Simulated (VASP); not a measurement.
# KF (I4/mmm) in VASP: a series of runs

KF is run at these levels: PBE; tasks: relaxation of cell and atoms, single point.

Program: VASP 6.6.1. These are calculated values, not measurements. Logs are shortened: lines on timing, memory, paths and dates and some standing lists are left out, and cuts for length are marked.

### 1 The cell of the first run

Symmetry: I4/mmm, No. 139, tetragonal system. Conventional cell: a = 3.931 Å, b = 3.931 Å, c = 11.706 Å, α = 90.00°, β = 90.00°, γ = 90.00°. K (site symmetry 4mm) has 5 F at 2.48 to 2.88 Å and 1 K at 2.60 Å within 3.3 Å. Within 3.3 Å of F (site symmetry 4mm) lie 5 K at 2.48 to 2.88 Å and 4 F at 3.26 Å.

The cell was generated, and may not be a known phase.

### 2 Relaxation of cell and atoms, PBE

Input file INCAR:

```
SYSTEM = KF
  PREC = Accurate
  ENCUT = 600
  EDIFF = 1E-6
  ISMEAR = 0
  SIGMA = 0.15
  LREAL = .False.
  LASPH = .True.
  NELM = 60
  ALGO = Normal
  ISIF = 3
  LWAVE = .False.
  LCHARG = .False.
  GGA = PE
  IBRION = 2
  NSW = 36
  EDIFFG = -0.08
```

Input file KPOINTS:

```
regular mesh
0
Gamma
  5 5 5
  0 0 0
```

Input file POSCAR:

```
KF
1.0
   -1.9652622500      1.9652622500      5.8528298600
    1.9652622500     -1.9652622500      5.8528298600
    1.9652622500      1.9652622500     -5.8528298600
K F
2 2
Direct
    0.1110000000      0.1110000000      0.0000000000
    0.8890000000      0.8890000000      0.0000000000
    0.3230000100      0.3230000100      0.0000000000
    0.6769999900      0.6769999900      0.0000000000
```

Potentials or basis: VASP PAW PBE potentials, release 64 (K_sv, F).

Run with:

```console
$ cat potpaw_PBE.64/K_sv/POTCAR potpaw_PBE.64/F/POTCAR > POTCAR
$ mpirun -np 1 vasp_std > vasp.out
```

OUTCAR:

```text
SYSTEM = KF
   PREC = Accurate
   ENCUT = 600
   EDIFF = 1E-6
   ISMEAR = 0
   LREAL = .False.
   LASPH = .True.
   NELM = 60
   ISIF = 3
   GGA = PE
   IBRION = 2
   NSW = 36
   EDIFFG = -0.08

 ion  position               nearest neighbor table
   1  0.111  0.111  0.000-   3 2.48   2 2.60
   2  0.889  0.889  0.000-   4 2.48   1 2.60
   3  0.323  0.323  0.000-   1 2.48
   4  0.677  0.677  0.000-   2 2.48

  LATTYP: Found a body centered tetragonal cell.
 ALAT       =     3.9305245000
 C/A-ratio  =     2.9781419045

  Lattice vectors:

 A1 = (  -1.9652622500,   1.9652622500,   5.8528298600)
 A2 = (   1.9652622500,  -1.9652622500,   5.8528298600)
 A3 = (   1.9652622500,   1.9652622500,  -5.8528298600)

Analysis of symmetry for initial positions (statically):
=====================================================================
 Subroutine PRICEL returns:
 Original cell was already a primitive cell.

 Routine SETGRP: Setting up the symmetry group for a
 body centered tetragonal supercell.

 Subroutine GETGRP returns: Found 16 space group operations
 (whereof 16 operations were pure point group operations)
 out of a pool of 16 trial point group operations.

The static configuration has the point symmetry D_4h.

Analysis of symmetry for dynamics (positions and initial velocities):
=====================================================================
 Subroutine PRICEL returns:
 Original cell was already a primitive cell.

 Routine SETGRP: Setting up the symmetry group for a
 body centered tetragonal supercell.

 Subroutine GETGRP returns: Found 16 space group operations
 (whereof 16 operations were pure point group operations)
 out of a pool of 16 trial point group operations.

The dynamic configuration has the point symmetry D_4h.

 Subroutine INISYM returns: Found 16 space group operations
 (whereof 16 operations are pure point group operations),
 and found     1 'primitive' translations

----------------------------------------------------------------------------------------

                                     Primitive cell

  volume of cell :      90.4205

  direct lattice vectors                    reciprocal lattice vectors
    -1.965262250  1.965262250  5.852829860     0.000000000  0.254418971  0.085428760
[... 83 lines left out ...]
   EDIFF  = 0.1E-05   stopping-criterion for ELM
   LREAL  =      F    real-space projection
   EDIFFG = -.8E-01   stopping-criterion for IOM
   NSW    =     36    number of steps for IOM
   IBRION =      2    ionic relax: 0-MD 1-quasi-New 2-CG
   NFREE  =      1    steps in history (QN), initial steepest desc. (CG)
   ISIF   =      3    stress and relaxation
   ISYM   =      2    0-nonsym 1-usesym 2-fastsym
   POTIM  = 0.5000    time-step for ionic-motion
   TEBEG  =    0.0;   TEEND  =   0.0 temperature during run
   PSTRESS=    0.0 pullay stress
   NELECT =      32.0000    total number of electrons
   NUPDOWN=      -1.0000    fix difference up-down
   EMIN   =  10.00;   EMAX   =-10.00  energy-range for DOS
   EFERMI =   0.00;   METHOD = LEGACY
   ISMEAR =     0;   SIGMA  =   0.15  broadening in eV -4-tet -1-fermi 0-gaus
   EFERMI_NEDOS =   21; number of points for ismear=-14 and -15
   IALGO  =     38    algorithm
   IMIX   =      4    mixing-type and parameters
     AMIX     =   0.40;   BMIX     =  1.00
     AMIX_MAG =   1.60;   BMIX_MAG =  1.00
  volume/ion in A,a.u.               =      22.61       152.55
  Fermi-wavevector in a.u.,A,eV,Ry     =   1.157984  2.188272 18.244415  1.340927
  Thomas-Fermi vector in A             =   2.294590
   LORBIT       =      0    0 simple, 1 ext, 2 COOP (PROOUT), +10 PAW based schemes
   GGA     = PE    functional components
   LHFCALC =     F    Hartree Fock is set to
   AEXX    =    0.0000 exact exchange contribution
   IVDW    =     0    specifies the selected vdW correction
   LEPSILON=     F    determine dielectric tensor
   LRPA    =     F    only Hartree local field effects (RPA)
 conjugate gradient relaxation of ions
 non-spin polarized calculation
 Gauss-broadening in eV      SIGMA  =   0.15
  energy-cutoff  :      600.00
  volume of cell :       90.42
 maximum number of plane-waves:      3044
 NGX is ok and might be reduce to    54
   NGX = 25   NGY = 25   NGZ = 25

--------------------------------------- Ionic step        1  -------------------------------------------

 number of electron      32.0000000 magnetization

 Free energy of the ion-electron system (eV)
  ---------------------------------------------------
  ext. energy  EPLUGINS =         0.00000000
  ---------------------------------------------------
  free energy    TOTEN  =       -14.79455042 eV

  energy without entropy =      -14.79455042  energy(sigma->0) =      -14.79455042

------------------------ aborting loop because EDIFF is reached ----------------------------------------

  FORCE on cell =-STRESS in cart. coord.  units (eV):
  Direction    XX          YY          ZZ          XY          YZ          ZX
  --------------------------------------------------------------------------------------
  -------------------------------------------------------------------------------------
  Total       -1.9339116     -1.9339116      2.4780735      0.0000000     -0.0000000      0.0000000
  in kB      -34.2673308    -34.2673308     43.9094360      0.0000000     -0.0000000      0.0000000
  external PRESSURE =      -8.2084086 kB  Pullay stress =       0.0000000 kB
[... 95 lines left out ...]
  FREE ENERGIE OF THE ION-ELECTRON SYSTEM (eV)
  ---------------------------------------------------
  free  energy   TOTEN  =       -15.9627085566 eV

  energy  without entropy=      -15.9627085566  energy(sigma->0) =      -15.96270856

[... ionic steps 4 to 7 ...]

--------------------------------------- Ionic step        8  -------------------------------------------

 number of electron      32.0000012 magnetization

------------------------ aborting loop because EDIFF is reached ----------------------------------------
[... 71 lines left out ...]
--------------------------------------- Ionic step       10  -------------------------------------------

 number of electron      31.9999989 magnetization

 Free energy of the ion-electron system (eV)
  ---------------------------------------------------
  ext. energy  EPLUGINS =         0.00000000
  ---------------------------------------------------
  free energy    TOTEN  =       -16.25507094 eV

  energy without entropy =      -16.25507094  energy(sigma->0) =      -16.25507094

 E-fermi :  -2.6281     XC(G=0):  -7.2507

 val. band max:       -3.3220066884   @ k =  -0.4000  -0.4000   0.4000
 cond. band min:       1.5440294995   @ k =   0.0000   0.0000   0.0000
 fundamental gap:      4.8660361879
 Fermi energy:        -2.6281403234

 k-point     1 :       0.0000    0.0000    0.0000
  band No.  band energies     occupation
      1     -29.8179      2.00000
      2     -29.7623      2.00000
      3     -21.9795      2.00000
      4     -21.9769      2.00000
      5     -13.5659      2.00000
      6     -13.2389      2.00000
[... 434 lines left out ...]
  FREE ENERGIE OF THE ION-ELECTRON SYSTEM (eV)
  ---------------------------------------------------
  free  energy   TOTEN  =       -16.2550709436 eV

  energy  without entropy=      -16.2550709436  energy(sigma->0) =      -16.25507094

 reached required accuracy - stopping structural energy minimisation
```

OSZICAR:

```text
N       E                     dE             d eps       ncg     rms          rms(c)
DAV:   1     0.288179434934E+03    0.28818E+03   -0.17499E+04   720   0.165E+03
DAV:   2    -0.160969065018E+00   -0.28834E+03   -0.27651E+03   992   0.428E+02
DAV:   3    -0.164036166601E+02   -0.16243E+02   -0.16180E+02   936   0.946E+01
[... 105 lines left out ...]
DAV:   4    -0.162550408397E+02    0.13296E-02   -0.21683E-03   852   0.443E-01    0.763E-02
DAV:   5    -0.162550642905E+02   -0.23451E-04   -0.27835E-04   980   0.136E-01    0.208E-02
DAV:   6    -0.162550684553E+02   -0.41648E-05   -0.16529E-05   956   0.308E-02    0.844E-03
DAV:   7    -0.162550704402E+02   -0.19849E-05   -0.24696E-06   640   0.127E-02    0.373E-03
DAV:   8    -0.162550709436E+02   -0.50340E-06   -0.65078E-07   516   0.717E-03
  10 F= -.16255071E+02 E0= -.16255071E+02  d E =-.917114E-02
```

CONTCAR:

```text
KF
   1.00000000000000
    -1.8627700358221491    1.8627700358221491    6.9256050190284340
     1.8627700358221491   -1.8627700358221491    6.9256050190284340
     1.8627700358221491    1.8627700358221491   -6.9256050190284340
  K               F
     2     2
Direct
     0.1507383174758728    0.1507383174758728    0.0000000000000000
     0.8492616825241271    0.8492616825241271    0.0000000000000000
     0.3450362347381289    0.3450362347381289    0.0000000000000000
     0.6549637652618711    0.6549637652618711    0.0000000000000000

  0.00000000E+00  0.00000000E+00  0.00000000E+00
  0.00000000E+00  0.00000000E+00  0.00000000E+00
  0.00000000E+00  0.00000000E+00  0.00000000E+00
  0.00000000E+00  0.00000000E+00  0.00000000E+00
```

Wall time 19 min (1 thread of Oxide Virtual Turin-like, shared host); peak memory 0.39 GiB.

What came out:

```yaml
Free_energy: -16.2551 eV
Relaxed_volume: 24.03 Å³/atom
Relaxed_cell: a = 7.410 Å, b = 7.410 Å, c = 7.410 Å, α = 150.88°, β = 150.88°, γ = 41.65°
Space_group_after_relaxing_to_0.1_Å: I4/mmm (No. 139)
Energy_gained_by_relaxing: 365.1 meV/atom
Ionic_steps: 10
Pressure_after_relaxing: 0.1 GPa
Largest_force_after_relaxing: 0.049 eV/Å
Band_gap_on_the_k_mesh: 4.87 eV (least direct gap 4.87 eV)
```

Forces in eV/Å, atoms in the order of the input:
```
K    0.000  0.000  0.049
K    0.000  0.000 -0.049
F    0.000  0.000 -0.006
F    0.000  0.000  0.006
```

Step by step:
```tsv
step	energy change (eV)	largest force (eV/Å)	pressure (GPa)	volume (Å³)
1	0.0000	2.8076	-0.82	90.42
2	-0.7611	1.2519	-1.00	88.83
3	-1.1682	0.7603	0.61	87.00
4	-1.1486	0.7801	6.79	82.91
5	-1.2949	0.5774	3.48	84.97
6	-1.4382	0.1999	0.60	92.93
7	-1.4511	0.1573	-0.44	97.10
8	-1.4513	0.1502	-0.33	96.63
9	-1.4572	0.1096	-0.18	96.43
10	-1.4605	0.0494	0.05	96.12
```

Final structure:
```yaml
crystal:
  lattice:
    - [-1.86277, 1.86277, 6.92561]
    - [1.86277, -1.86277, 6.92561]
    - [1.86277, 1.86277, -6.92561]
  atoms:
    - { symbol: K, position: [0.15074, 0.15074, 0.00000] }
    - { symbol: K, position: [0.84926, 0.84926, 0.00000] }
    - { symbol: F, position: [0.34504, 0.34504, 0.00000] }
    - { symbol: F, position: [0.65496, 0.65496, 0.00000] }
```

Levels at points of the mesh, in eV from the valence-band top:
```tsv
k point	band 14	band 15	band 16	band 17	band 18	band 19
(0.00, 0.00, 0.00)	-0.04	0.00	0.00	4.87	8.60	8.74
```

Caveat: the relaxation stopped at a loose force limit of 0.08 eV/Å, so its end isn't a converged minimum. A k mesh can miss the band edges.

### 3 Single point, PBE

This run uses another cell than the first one, of 29.26 Å³/atom.

Input file INCAR:

```
  ALGO = Normal
  EDIFF = 1E-6
  ENCUT = 520
  GGA = PE
  ISIF = 2
  ISMEAR = 0
  LASPH = True
  LCHARG = False
  LREAL = False
  LWAVE = False
  NBANDS = 24
  NELM = 80
  PREC = Accurate
  SIGMA = 0.02
```

Input file KPOINTS:

```
k-points
0
Gamma
  8 8 8
```

Input file POSCAR:

```
KF
1.0
   -1.8713869945      1.8713869945      8.3545487598
    1.8713869945     -1.8713869945      8.3545487598
    1.8713869945      1.8713869945     -8.3545487598
K F
2 2
Direct
    0.1684181488      0.1684181488      0.0000000000
    0.8315818512      0.8315818512      0.0000000000
    0.3288507286      0.3288507286      0.0000000000
    0.6711492714      0.6711492714      0.0000000000
```

Potentials or basis: VASP PAW PBE potentials, release 64 (K_sv, F).

Run with:

```console
$ cat potpaw_PBE.64/K_sv/POTCAR potpaw_PBE.64/F/POTCAR > POTCAR
$ mpirun -np 1 vasp_std > vasp.out
```

Run time: 29 min. Hardware: 1 thread of Oxide Virtual Turin-like, shared host; peak memory 0.67 GiB.

It converged, with:

* Free energy: -16.2953 eV
* Pressure: 0.0 GPa
* Largest force: 0.009 eV/Å
* Band gap on the k mesh: 4.64 eV

Forces on the atoms (eV/Å):
```
K    0.000  0.000 -0.008
K    0.000  0.000  0.008
F    0.000  0.000  0.009
F    0.000  0.000 -0.009
```

Levels at points of the mesh, in eV from the valence-band top:
| k point | band 13 | band 14 | band 15 | band 16 | band 17 | band 18 | band 19 | band 20 |
| --- | --- | --- | --- | --- | --- | --- | --- | --- |
| (0.00, 0.00, 0.00) | -0.04 | -0.04 | 0.00 | 0.00 | 4.64 | 7.76 | 7.99 | 8.52 |
| (0.50, 0.00, 0.00) | -0.34 | -0.34 | -0.26 | -0.24 | 7.15 | 7.50 | 9.00 | 9.35 |
| (0.50, 0.50, 0.00) | -0.18 | -0.17 | -0.09 | -0.09 | 8.28 | 8.69 | 9.18 | 9.20 |
| (0.50, 0.50, 0.50) | -0.04 | -0.04 | 0.00 | 0.00 | 5.04 | 6.37 | 8.50 | 9.62 |

A k mesh can miss the band edges.
